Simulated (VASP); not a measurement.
# BN (C2/m) in VASP: notebook, part 2 of 3

VASP 6.6.1. Earlier steps stand in the parts before.

### Step 3. Single point, PBE+D3(BJ) (the part above a cut slid along it)

Contents of INCAR:

```
SYSTEM = BN
PREC = Accurate
ENCUT = 520
EDIFF = 1E-6
ISMEAR = 0
SIGMA = 0.05
LREAL = .FALSE.
LASPH = .TRUE.
NELM = 100
ALGO = Normal
ISIF = 2
LWAVE = .FALSE.
LCHARG = .FALSE.
GGA = PE
IVDW = 12
NBANDS = 26
```

Contents of KPOINTS:

```
Automatic mesh
0
G
  10 10 2
  0 0 0
```

Contents of POSCAR:

```
BN
1.0
   -2.5064381127      0.0000000000      0.0000000000
   -1.2532190563     -2.1706390786      0.0000000000
   -1.8798285845     -1.0853195393     13.2336949040
B N
4 4
Direct
   -0.1041666667     -0.1041666667      0.8750000000
    0.1458333333      0.1458333333      0.3750000000
    0.6041666667      0.6041666667      0.1250000000
    0.3541666667      0.3541666667      0.6250000000
    0.2708333333      0.2708333333      0.1250000000
    0.0208333333      0.0208333333      0.6250000000
    0.2291666667      0.2291666667      0.8750000000
    0.4791666667      0.4791666667      0.3750000000
```

Potentials or basis: VASP PAW PBE potentials, release 64 (B, N).

On the command line:

```sh
$ cat potpaw_PBE.64/B/POTCAR potpaw_PBE.64/N/POTCAR > POTCAR
$ mpirun -np 1 vasp_std > vasp.out
```

OUTCAR:

```text
SYSTEM = BN
   PREC = Accurate
   ENCUT = 520
   EDIFF = 1E-6
   ISMEAR = 0
   LREAL = .FALSE.
   LASPH = .TRUE.
   NELM = 100
   ISIF = 2
   GGA = PE
   IVDW = 12
 IVDW          = 12

 ion  position               nearest neighbor table
   1  0.896  0.896  0.875-   7 1.45   7 1.45   7 1.45
   2  0.146  0.146  0.375-   8 1.45   8 1.45   8 1.45
   3  0.604  0.604  0.125-   5 1.45   5 1.45   5 1.45
   4  0.354  0.354  0.625-   6 1.45   6 1.45   6 1.45
   5  0.271  0.271  0.125-   3 1.45   3 1.45   3 1.45
   6  0.021  0.021  0.625-   4 1.45   4 1.45   4 1.45
   7  0.229  0.229  0.875-   1 1.45   1 1.45   1 1.45
   8  0.479  0.479  0.375-   2 1.45   2 1.45   2 1.45

  LATTYP: Found a face centered orthorhombic cell.
 ALAT       =     2.5064381127
 B/A-ratio  =     1.7320508075
 C/A-ratio  =    10.5597619481

  Lattice vectors:

 A1 = (  -1.8798285845,  -1.0853195393,  13.2336949040)
 A2 = (  -0.6266095282,   1.0853195393,  13.2336949040)
 A3 = (  -2.5064381127,   0.0000000000,   0.0000000000)

Analysis of symmetry for initial positions (statically):
=====================================================================
 Subroutine PRICEL returns:
 Original cell was already a primitive cell.

 Routine SETGRP: Setting up the symmetry group for a
 face centered orthorhombic supercell.

 Subroutine GETGRP returns: Found  4 space group operations
 (whereof  2 operations were pure point group operations)
 out of a pool of  8 trial point group operations.

The static configuration has the point symmetry C_1h.
 The point group associated with its full space group is C_2h.

Analysis of symmetry for dynamics (positions and initial velocities):
=====================================================================
 Subroutine PRICEL returns:
 Original cell was already a primitive cell.

 Routine SETGRP: Setting up the symmetry group for a
 face centered orthorhombic supercell.

 Subroutine GETGRP returns: Found  4 space group operations
 (whereof  2 operations were pure point group operations)
 out of a pool of  8 trial point group operations.

The dynamic configuration has the point symmetry C_1h.
 The point group associated with its full space group is C_2h.

 Subroutine INISYM returns: Found  4 space group operations
 (whereof  2 operations are pure point group operations),
 and found     1 'primitive' translations

----------------------------------------------------------------------------------------

                                     Primitive cell

  volume of cell :      71.9989

  direct lattice vectors                    reciprocal lattice vectors
    -2.506438113  0.000000000  0.000000000    -0.398972548  0.230346908 -0.037782343
    -1.253219056 -2.170639079  0.000000000     0.000000000 -0.460693816 -0.037782343
    -1.879828585 -1.085319539 13.233694904     0.000000000  0.000000000  0.075564686

  length of vectors
     2.506438113  2.506438113 13.410531489     0.462240519  0.462240519  0.075564686

  position of ions in fractional coordinates (direct lattice)
     0.895833333  0.895833333  0.875000000
     0.145833333  0.145833333  0.375000000
     0.604166667  0.604166667  0.125000000
     0.354166667  0.354166667  0.625000000
[... 68 lines left out ...]
  0.200000  0.000000  0.000000      4.000000
  0.300000  0.000000  0.000000      4.000000
  0.400000  0.000000  0.000000      4.000000
  0.500000  0.000000 -0.000000      2.000000
[... 16 lines left out ...]
  0.300000  0.300000  0.000000      2.000000
  0.400000  0.300000  0.000000      4.000000
 [... further k-points ...]
   k-points           NKPTS =     62   k-points in BZ     NKDIM =     62   number of bands    NBANDS=     26
   number of dos      NEDOS =    301   number of ions     NIONS =      8
   total plane-waves  NPLWV =  40000
   dimension x,y,z NGX =    20 NGY =   20 NGZ =  100
   dimension x,y,z NGXF=    40 NGYF=   40 NGZF=  200
   ions per type =               4   4
   NGX,Y,Z   is equivalent  to a cutoff of  13.27, 13.27, 12.40 a.u.
   NGXF,Y,Z  is equivalent  to a cutoff of  26.53, 26.53, 24.79 a.u.
 SYSTEM =  BN
   PREC   = accura    normal or accurate (medium, high low for compatibility)
   ISTART =      0    job   : 0-new  1-cont  2-samecut
   ICHARG =      2    charge: 1-file 2-atom 10-const
   ISPIN  =      1    spin polarized calculation?
   LNONCOLLINEAR =      F non collinear calculations
   LSORBIT =      F    spin-orbit coupling
   LASPH  =      T    aspherical Exc in radial PAW
   ENCUT  =  520.0 eV  38.22 Ry    6.18 a.u.   4.66  4.66 24.93*2*pi/ulx,y,z
   NELM   =    100;   NELMIN=  2; NELMDL= -5     # of ELM steps
   EDIFF  = 0.1E-05   stopping-criterion for ELM
   LREAL  =      F    real-space projection
   EDIFFG = 0.1E-04   stopping-criterion for IOM
   NSW    =      0    number of steps for IOM
   IBRION =     -1    ionic relax: 0-MD 1-quasi-New 2-CG
   NFREE  =      0    steps in history (QN), initial steepest desc. (CG)
   ISIF   =      2    stress and relaxation
   ISYM   =      2    0-nonsym 1-usesym 2-fastsym
   POTIM  = 0.5000    time-step for ionic-motion
   TEBEG  =    0.0;   TEEND  =   0.0 temperature during run
   PSTRESS=    0.0 pullay stress
   NELECT =      32.0000    total number of electrons
   NUPDOWN=      -1.0000    fix difference up-down
   EMIN   =  10.00;   EMAX   =-10.00  energy-range for DOS
   EFERMI =   0.00;   METHOD = LEGACY
   ISMEAR =     0;   SIGMA  =   0.05  broadening in eV -4-tet -1-fermi 0-gaus
   EFERMI_NEDOS =   21; number of points for ismear=-14 and -15
   IALGO  =     38    algorithm
   IMIX   =      4    mixing-type and parameters
     AMIX     =   0.40;   BMIX     =  1.00
     AMIX_MAG =   1.60;   BMIX_MAG =  1.00
  volume/ion in A,a.u.               =       9.00        60.73
  Fermi-wavevector in a.u.,A,eV,Ry     =   1.249347  2.360923 21.236882  1.560867
  Thomas-Fermi vector in A             =   2.383391
   LORBIT       =      0    0 simple, 1 ext, 2 COOP (PROOUT), +10 PAW based schemes
   GGA     = PE    functional components
   LHFCALC =     F    Hartree Fock is set to
   AEXX    =    0.0000 exact exchange contribution
   IVDW    =    12    specifies the selected vdW correction
   LEPSILON=     F    determine dielectric tensor
   LRPA    =     F    only Hartree local field effects (RPA)
 non-spin polarized calculation
 Gauss-broadening in eV      SIGMA  =   0.05
  energy-cutoff  :      520.00
  volume of cell :       72.00
 maximum number of plane-waves:      1965
   NGX =  9   NGY =  9   NGZ = 49

 number of electron      31.9999996 magnetization

 Free energy of the ion-electron system (eV)
  ---------------------------------------------------
  ext. energy  EPLUGINS =         0.00000000
  ---------------------------------------------------
  free energy    TOTEN  =       -70.28806716 eV

  energy without entropy =      -70.28806716  energy(sigma->0) =      -70.28806716

 E-fermi :   2.6699     XC(G=0): -10.0889

 val. band max:        2.3968596465   @ k =  -0.3000   0.3000   0.0000
 cond. band min:       6.3658226573   @ k =   0.5000   0.0000  -0.0000
 fundamental gap:      3.9689630108
 Fermi energy:         2.6698557568

 k-point     1 :       0.0000    0.0000    0.0000
  band No.  band energies     occupation
      1     -15.4956      2.00000
      2     -15.3496      2.00000
      3     -15.3491      2.00000
      4     -15.1931      2.00000
      5      -3.9239      2.00000
      6      -2.9696      2.00000
[... 685 lines left out ...]
     25      14.2970      0.00000
     26      14.5192      0.00000

 [... further k-points ...]

------------------------ aborting loop because EDIFF is reached ----------------------------------------

 Edisp (eV)   -1.13199

 E8    (eV) :    -0.3317

  FORCE on cell =-STRESS in cart. coord.  units (eV):
  Direction    XX          YY          ZZ          XY          YZ          ZX
  --------------------------------------------------------------------------------------
  -------------------------------------------------------------------------------------
  Total       0.01804     0.01719     0.09603     0.00074    -0.05026    -0.08705
  in kB       0.40146     0.38253     2.13703     0.01639    -1.11840    -1.93712
  external pressure =        0.97 kB  Pullay stress =        0.00 kB

 VOLUME and BASIS-vectors are now :
 -----------------------------------------------------------------------------
  energy-cutoff  :      520.00
  volume of cell :       72.00
      direct lattice vectors                 reciprocal lattice vectors
    -2.506438113  0.000000000  0.000000000    -0.398972548  0.230346908 -0.037782343
    -1.253219056 -2.170639079  0.000000000     0.000000000 -0.460693816 -0.037782343
    -1.879828585 -1.085319539 13.233694904     0.000000000  0.000000000  0.075564686

 POSITION                                       TOTAL-FORCE (eV/Angst)
 -----------------------------------------------------------------------------------
     -5.01288     -2.89419     11.57948        -0.014555     -0.008403     -0.032333
     -1.25322     -0.72355      4.96264        -0.000044     -0.000026      0.000557
     -2.50644     -1.44709      1.65421         0.014555      0.008403      0.032333
     -2.50644     -1.44709      8.27106         0.000044      0.000026     -0.000557
     -1.25322     -0.72355      1.65421        -0.040732     -0.023517      0.012719
     -1.25322     -0.72355      8.27106        -0.000109     -0.000063     -0.000293
     -2.50644     -1.44709     11.57948         0.040732      0.023517     -0.012719
     -2.50644     -1.44709      4.96264         0.000109      0.000063      0.000293
 -----------------------------------------------------------------------------------
    total drift:                                0.000000      0.000000      0.000000

  FREE ENERGIE OF THE ION-ELECTRON SYSTEM (eV)
  ---------------------------------------------------
  free  energy   TOTEN  =       -71.4200550105 eV

  energy  without entropy=      -71.4200550105  energy(sigma->0) =      -71.42005501
```

It took 2.7 min on 1 thread of Intel Xeon 8259CL, shared host; peak memory 0.24 GiB.

Results:

* Free energy: -71.4201 eV
* Pressure: 0.1 GPa
* Largest force: 0.049 eV/Å
* Band gap on the k mesh: 3.97 eV (least direct gap 4.21 eV)
* Dispersion energy per atom: -0.141 eV

Forces on the atoms (eV/Å):
```
B   -0.015 -0.008 -0.032
B    0.000  0.000  0.001
B    0.015  0.008  0.032
B    0.000  0.000 -0.001
N   -0.041 -0.024  0.013
N    0.000  0.000  0.000
N    0.041  0.024 -0.013
N    0.000  0.000  0.000
```

Caveat: the cell differs from its parent crystal (the part above a cut slid along it). A k mesh can miss the band edges.

(Continued in part 3 of 3.)
